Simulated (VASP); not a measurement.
# Ga (Cmce) in VASP: further runs

The runs below take Ga through single point, with PBE.

Program: VASP 6.6.1. These are calculated values, not measurements. Logs are shortened: lines on timing, memory, paths and dates and some standing lists are left out, and cuts for length are marked.

### 1 The cell of the first run

Symmetry: Cmce, No. 64, orthorhombic system. The conventional cell has a = 4.574 Å, b = 7.741 Å, c = 4.589 Å, α = 90.00°, β = 90.00°, γ = 90.00°. Within 3.3 Å of Ga (site symmetry m) lie 7 Ga at 2.53 to 2.81 Å.

### 2 Single point, PBE

INCAR

```
SYSTEM = Ga
ALGO = Fast
EDIFF = 1E-6
ENCUT = 520
GGA = PE
ISIF = 2
ISMEAR = 0
LASPH = .True.
LCHARG = .False.
LREAL = .False.
LWAVE = .False.
NBANDS = 34
NELM = 80
PREC = Accurate
SIGMA = 0.1
```

KPOINTS

```
k-points
0
Gamma
  12 12 10
  0 0 0
```

POSCAR

```
Ga
1.0
    2.2871098352     -3.8705984644      0.0000000000
    2.2871098352      3.8705984644      0.0000000000
    0.0000000000      0.0000000000      4.5889516637
Ga
4
Direct
    0.6562998589      0.3437001411      0.4177442348
    0.8437001411      0.1562998589      0.9177442348
    0.3437001411      0.6562998589      0.5822557652
    0.1562998589      0.8437001411      0.0822557652
```

Potentials or basis: VASP PAW PBE potentials, release 64 (Ga_d).

Run with:

```console
$ cat potpaw_PBE.64/Ga_d/POTCAR > POTCAR
$ mpirun -np 1 vasp_std > vasp.out
```

OUTCAR:

```text
SYSTEM = Ga
   EDIFF = 1E-6
   ENCUT = 520
   GGA = PE
   ISIF = 2
   ISMEAR = 0
   LASPH = .True.
   LREAL = .False.
   NELM = 80
   PREC = Accurate

 ion  position               nearest neighbor table
   1  0.656  0.344  0.418-   3 2.53   2 2.71   2 2.71   4 2.76   4 2.76   3 2.81   3 2.81
   2  0.844  0.156  0.918-   4 2.53   1 2.71   1 2.71   3 2.76   3 2.76   4 2.81   4 2.81
   3  0.344  0.656  0.582-   1 2.53   4 2.71   4 2.71   2 2.76   2 2.76   1 2.81   1 2.81
   4  0.156  0.844  0.082-   2 2.53   3 2.71   3 2.71   1 2.76   1 2.76   2 2.81   2 2.81

  LATTYP: Found a base centered orthorhombic cell.
 ALAT       =     4.5742196704
 B/A-ratio  =     1.6923535568
 C/A-ratio  =     1.0032206572

  Lattice vectors:

 A1 = (   2.2871098352,  -3.8705984644,   0.0000000000)
 A2 = (   2.2871098352,   3.8705984644,   0.0000000000)
 A3 = (   0.0000000000,   0.0000000000,   4.5889516637)

Analysis of symmetry for initial positions (statically):
=====================================================================
 Subroutine PRICEL returns:
 Original cell was already a primitive cell.

 Routine SETGRP: Setting up the symmetry group for a
 base centered orthorhombic supercell.

 Subroutine GETGRP returns: Found  8 space group operations
 (whereof  4 operations were pure point group operations)
 out of a pool of  8 trial point group operations.

The static configuration has the point symmetry C_2h.
 The point group associated with its full space group is D_2h.

Analysis of symmetry for dynamics (positions and initial velocities):
=====================================================================
 Subroutine PRICEL returns:
 Original cell was already a primitive cell.

 Routine SETGRP: Setting up the symmetry group for a
 base centered orthorhombic supercell.

 Subroutine GETGRP returns: Found  8 space group operations
 (whereof  4 operations were pure point group operations)
 out of a pool of  8 trial point group operations.

The dynamic configuration has the point symmetry C_2h.
 The point group associated with its full space group is D_2h.

 Subroutine INISYM returns: Found  8 space group operations
 (whereof  4 operations are pure point group operations),
 and found     1 'primitive' translations

----------------------------------------------------------------------------------------

                                     Primitive cell

  volume of cell :      81.2472

  direct lattice vectors                    reciprocal lattice vectors
     2.287109835 -3.870598464  0.000000000     0.218616523 -0.129178990  0.000000000
     2.287109835  3.870598464  0.000000000     0.218616523  0.129178990  0.000000000
     0.000000000  0.000000000  4.588951664     0.000000000  0.000000000  0.217914695

  length of vectors
     4.495820712  4.495820712  4.588951664     0.253929903  0.253929903  0.217914695

  position of ions in fractional coordinates (direct lattice)
     0.656299859  0.343700141  0.417744235
     0.843700141  0.156299859  0.917744235
     0.343700141  0.656299859  0.582255765
     0.156299859  0.843700141  0.082255765

  ion indices of the primitive-cell ions
   primitive index   ion index
                 1           1
                 2           2
                 3           3
                 4           4

----------------------------------------------------------------------------------------

 KPOINTS: k-points

Automatic generation of k-mesh.
 Grid dimensions read from file:
 generate k-points for:   12   12   10

 Generating k-lattice:

  Cartesian coordinates                     Fractional coordinates (reciprocal lattice)
     0.018218044 -0.010764916  0.000000000     0.083333333  0.000000000  0.000000000
     0.018218044  0.010764916  0.000000000     0.000000000  0.083333333  0.000000000
     0.000000000  0.000000000  0.021791469     0.000000000  0.000000000  0.100000000

  Length of vectors
     0.021160825  0.021160825  0.021791469

  Shift w.r.t. Gamma in fractional coordinates (k-lattice)
     0.000000000  0.000000000  0.000000000

 Subroutine IBZKPT returns following result:
 ===========================================

 Found    258 irreducible k-points:

 Following reciprocal coordinates:
            Coordinates               Weight
  0.000000  0.000000  0.000000      1.000000
  0.083333 -0.000000  0.000000      4.000000
  0.166667 -0.000000  0.000000      4.000000
  0.250000  0.000000  0.000000      4.000000
  0.333333 -0.000000  0.000000      4.000000
  0.416667  0.000000  0.000000      4.000000
[... 16 lines left out ...]
  0.500000  0.166667  0.000000      4.000000
 -0.416667  0.166667  0.000000      4.000000
 [... further k-points ...]
   k-points           NKPTS =    258   k-points in BZ     NKDIM =    258   number of bands    NBANDS=     34
   number of dos      NEDOS =    301   number of ions     NIONS =      4
   total plane-waves  NPLWV =  46656
   dimension x,y,z NGX =    36 NGY =   36 NGZ =   36
   dimension x,y,z NGXF=    72 NGYF=   72 NGZF=   72
   ions per type =               4
   NGX,Y,Z   is equivalent  to a cutoff of  13.31, 13.31, 13.04 a.u.
   NGXF,Y,Z  is equivalent  to a cutoff of  26.62, 26.62, 26.08 a.u.
 SYSTEM =  Ga
   PREC   = accura    normal or accurate (medium, high low for compatibility)
   ISTART =      0    job   : 0-new  1-cont  2-samecut
   ICHARG =      2    charge: 1-file 2-atom 10-const
   ISPIN  =      1    spin polarized calculation?
   LNONCOLLINEAR =      F non collinear calculations
   LSORBIT =      F    spin-orbit coupling
   LASPH  =      T    aspherical Exc in radial PAW
   ENCUT  =  520.0 eV  38.22 Ry    6.18 a.u.   8.36  8.36  8.53*2*pi/ulx,y,z
   NELM   =     80;   NELMIN=  2; NELMDL= -5     # of ELM steps
   EDIFF  = 0.1E-05   stopping-criterion for ELM
   LREAL  =      F    real-space projection
   EDIFFG = 0.1E-04   stopping-criterion for IOM
   NSW    =      0    number of steps for IOM
   IBRION =     -1    ionic relax: 0-MD 1-quasi-New 2-CG
   NFREE  =      0    steps in history (QN), initial steepest desc. (CG)
   ISIF   =      2    stress and relaxation
   ISYM   =      2    0-nonsym 1-usesym 2-fastsym
   POTIM  = 0.5000    time-step for ionic-motion
   TEBEG  =    0.0;   TEEND  =   0.0 temperature during run
   PSTRESS=    0.0 pullay stress
   NELECT =      52.0000    total number of electrons
   NUPDOWN=      -1.0000    fix difference up-down
   EMIN   =  10.00;   EMAX   =-10.00  energy-range for DOS
   EFERMI =   0.00;   METHOD = LEGACY
   ISMEAR =     0;   SIGMA  =   0.10  broadening in eV -4-tet -1-fermi 0-gaus
   EFERMI_NEDOS =   21; number of points for ismear=-14 and -15
   IALGO  =     68    algorithm
   IMIX   =      4    mixing-type and parameters
     AMIX     =   0.40;   BMIX     =  1.00
     AMIX_MAG =   1.60;   BMIX_MAG =  1.00
  volume/ion in A,a.u.               =      20.31       137.07
  Fermi-wavevector in a.u.,A,eV,Ry     =   1.410825  2.666072 27.081397  1.990426
  Thomas-Fermi vector in A             =   2.532739
   LORBIT       =      0    0 simple, 1 ext, 2 COOP (PROOUT), +10 PAW based schemes
   GGA     = PE    functional components
   LHFCALC =     F    Hartree Fock is set to
   AEXX    =    0.0000 exact exchange contribution
   IVDW    =     0    specifies the selected vdW correction
   LEPSILON=     F    determine dielectric tensor
   LRPA    =     F    only Hartree local field effects (RPA)
 non-spin polarized calculation
 RMM-DIIS sequential band-by-band and
 Gauss-broadening in eV      SIGMA  =   0.10
  energy-cutoff  :      520.00
  volume of cell :       81.25
 maximum number of plane-waves:      2217
 NGX is ok and might be reduce to    36
   NGX = 17   NGY = 17   NGZ = 17

 number of electron      52.0000012 magnetization

 Free energy of the ion-electron system (eV)
  ---------------------------------------------------
  ext. energy  EPLUGINS =         0.00000000
  ---------------------------------------------------
  free energy    TOTEN  =       -11.63490369 eV

  energy without entropy =      -11.63041037  energy(sigma->0) =      -11.63265703

 E-fermi :   4.6862     XC(G=0): -10.4694

 val. band max:        4.6855924955   @ k =  -0.3333   0.3333   0.2000
 cond. band min:       4.6865645473   @ k =  -0.2500   0.2500   0.3000
 fundamental gap:      0.0009720518
 Fermi energy:         4.6862350531

 k-point     1 :       0.0000    0.0000    0.0000
  band No.  band energies     occupation
      1     -10.3793      2.00000
      2     -10.3713      2.00000
      3     -10.3422      2.00000
      4     -10.3276      2.00000
      5     -10.3101      2.00000
      6     -10.2882      2.00000
[... 26 lines left out ...]
     33      11.3626      0.00000
     34      12.1016      0.00000

 k-point     2 :       0.0833   -0.0000    0.0000
  band No.  band energies     occupation
      1     -10.3804      2.00000
      2     -10.3686      2.00000
      3     -10.3440      2.00000
      4     -10.3304      2.00000
      5     -10.3056      2.00000
      6     -10.2864      2.00000
[... 26 lines left out ...]
     33      11.6568      0.00000
     34      12.0562      0.00000

 k-point     3 :       0.1667   -0.0000    0.0000
  band No.  band energies     occupation
      1     -10.3816      2.00000
      2     -10.3609      2.00000
      3     -10.3496      2.00000
      4     -10.3371      2.00000
      5     -10.2980      2.00000
      6     -10.2772      2.00000
[... 26 lines left out ...]
     33      11.0915      0.00000
     34      11.8347      0.00000

 k-point     4 :       0.2500    0.0000    0.0000
  band No.  band energies     occupation
      1     -10.3804      2.00000
      2     -10.3565      2.00000
      3     -10.3524      2.00000
      4     -10.3417      2.00000
      5     -10.2963      2.00000
      6     -10.2677      2.00000
[... 26 lines left out ...]
     33      10.7055      0.00000
     34      11.7691      0.00000

 k-point     5 :       0.3333   -0.0000    0.0000
  band No.  band energies     occupation
      1     -10.3785      2.00000
      2     -10.3572      2.00000
      3     -10.3568      2.00000
      4     -10.3315      2.00000
      5     -10.2994      2.00000
      6     -10.2942      2.00000
[... 621 lines left out ...]
 k-point    22 :       0.4167    0.1667    0.0000
  band No.  band energies     occupation
      1     -10.4032      2.00000
      2     -10.3741      2.00000
      3     -10.3456      2.00000
      4     -10.3211      2.00000
      5     -10.3159      2.00000
      6     -10.2666      2.00000
[... 26 lines left out ...]
     33      11.4348      0.00000
     34      13.1531      0.00000

 k-point    23 :       0.5000    0.1667    0.0000
  band No.  band energies     occupation
      1     -10.3996      2.00000
      2     -10.3839      2.00000
      3     -10.3408      2.00000
      4     -10.3189      2.00000
      5     -10.3085      2.00000
      6     -10.2695      2.00000
[... 26 lines left out ...]
     33      11.7964      0.00000
     34      13.3230      0.00000

 k-point    24 :      -0.4167    0.1667    0.0000
  band No.  band energies     occupation
      1     -10.3924      2.00000
      2     -10.3886      2.00000
      3     -10.3327      2.00000
      4     -10.3258      2.00000
      5     -10.3137      2.00000
      6     -10.2697      2.00000
[... 26 lines left out ...]
     33      11.8225      0.00000
     34      12.7325      0.00000

 [... further k-points ...]
[... 5 lines left out ...]
  --------------------------------------------------------------------------------------
  -------------------------------------------------------------------------------------
  Total        0.0495005      0.0676233      0.0567482      0.0000000      0.0000000      0.0000000
  in kB        0.9761396      1.3335165      1.1190608      0.0000000      0.0000000      0.0000000
  external PRESSURE =       1.1429056 kB  Pullay stress =       0.0000000 kB

 VOLUME and BASIS-vectors are now :
 -----------------------------------------------------------------------------
  energy-cutoff  :      520.00
  volume of cell :       81.25
      direct lattice vectors                 reciprocal lattice vectors
     2.287109835 -3.870598464  0.000000000     0.218616523 -0.129178990  0.000000000
     2.287109835  3.870598464  0.000000000     0.218616523  0.129178990  0.000000000
     0.000000000  0.000000000  4.588951664     0.000000000  0.000000000  0.217914695

 POSITION                                       TOTAL-FORCE (eV/Angst)
 -----------------------------------------------------------------------------------
      2.28711     -1.20995      1.91701         0.000000     -0.000600      0.000122
      2.28711     -2.66065      4.21148         0.000000      0.000600      0.000122
      2.28711      1.20995      2.67194         0.000000      0.000600     -0.000122
      2.28711      2.66065      0.37747         0.000000     -0.000600     -0.000122
 -----------------------------------------------------------------------------------
    total drift:                               -0.000000     -0.000000      0.000000

  FREE ENERGIE OF THE ION-ELECTRON SYSTEM (eV)
  ---------------------------------------------------
  free  energy   TOTEN  =       -11.6349036903 eV

  energy  without entropy=      -11.6304103750  energy(sigma->0) =      -11.63265703
```

Run time: 4.7 min. Hardware: 1 thread of Intel Xeon 6975P-C (Granite Rapids), shared host; peak memory 0.57 GiB.

Results:

```yaml
Free_energy: -11.6349 eV
Pressure: 0.1 GPa
Band_gap_on_the_k_mesh: zero (band 26 reaches 5.14 eV, above the bottom of band 27 at 3.79 eV)
```

Levels at points of the mesh, in eV from the Fermi level:
```
           k point  band 22  band 23  band 24  band 25  band 26  band 27  band 28  band 29  band 30  band 31
(0.00, 0.00, 0.00)    -4.21    -3.63    -1.82    -1.61    -0.62     0.92     0.96     1.17     4.88     5.24
(0.50, 0.00, 0.00)    -8.36    -3.38    -3.38    -1.26    -1.26     0.74     0.74     4.02     4.02     5.23
(0.50, 0.50, 0.00)    -7.01    -4.16    -3.09    -1.78    -1.45     1.14     1.29     3.18     3.71     4.21
(0.00, 0.00, 0.50)    -8.96    -0.31    -0.31     0.06     0.06     0.12     0.12     2.05     2.05     3.92
(0.50, 0.00, 0.50)    -7.01    -6.07    -6.07    -1.41    -1.41     0.55     0.55     6.96     6.96     7.56
(0.50, 0.50, 0.50)    -7.39    -5.20    -5.20    -1.16    -1.16    -0.90    -0.90     6.44     6.44     7.65
```

### 3 Single point, PBE

This run uses another cell than the first one, of 20.35 Å³/atom, 1.002 times its volume.

INCAR

```
SYSTEM = Ga
ALGO = Fast
EDIFF = 1E-7
ENCUT = 520
GGA = PE
ISIF = 2
ISMEAR = -1
LASPH = .TRUE.
LCHARG = .FALSE.
LREAL = .FALSE.
LWAVE = .FALSE.
NBANDS = 34
NELM = 80
PREC = Accurate
SIGMA = 0.15
```

KPOINTS

```
k-points
0
G
  12 12 10
  0 0 0
```

POSCAR

```
Ga
1.0
    2.2996827090     -3.8652653042      0.0000000000
    2.2996827090      3.8652653042      0.0000000000
    0.0000000000      0.0000000000      4.5796812434
Ga
4
Direct
    0.6564538554      0.3435461446      0.4166641414
    0.8435461446      0.1564538554      0.9166641414
    0.3435461446      0.6564538554      0.5833358586
    0.1564538554      0.8435461446      0.0833358586
```

Potentials or basis: VASP PAW PBE potentials, release 64 (Ga_d).

Run with:

```console
$ cat potpaw_PBE.64/Ga_d/POTCAR > POTCAR
$ mpirun -np 1 vasp_std > vasp.out
```

Wall time 5.8 min (1 thread of Intel Xeon 6975P-C (Granite Rapids), shared host); peak memory 0.58 GiB.

Results (log left out):

```yaml
Free_energy: -11.6660 eV
Pressure: 0.1 GPa
Band_gap_on_the_k_mesh: zero (band 26 reaches 5.10 eV, above the bottom of band 27 at 3.70 eV)
```

Levels at points of the mesh, in eV from the Fermi level:
| k point | band 24 | band 25 | band 26 | band 27 | band 28 | band 29 |
| --- | --- | --- | --- | --- | --- | --- |
| (0.00, 0.00, 0.00) | -1.93 | -1.66 | -0.60 | 0.90 | 0.94 | 1.12 |
| (0.50, 0.00, 0.00) | -3.39 | -1.27 | -1.27 | 0.75 | 0.75 | 4.00 |
| (0.50, 0.50, 0.00) | -3.15 | -1.74 | -1.43 | 1.13 | 1.31 | 3.10 |
| (0.00, 0.00, 0.50) | -0.40 | 0.01 | 0.01 | 0.10 | 0.10 | 2.06 |
| (0.50, 0.00, 0.50) | -6.09 | -1.41 | -1.41 | 0.55 | 0.55 | 6.88 |
| (0.50, 0.50, 0.50) | -5.20 | -1.20 | -1.20 | -0.99 | -0.99 | 6.49 |
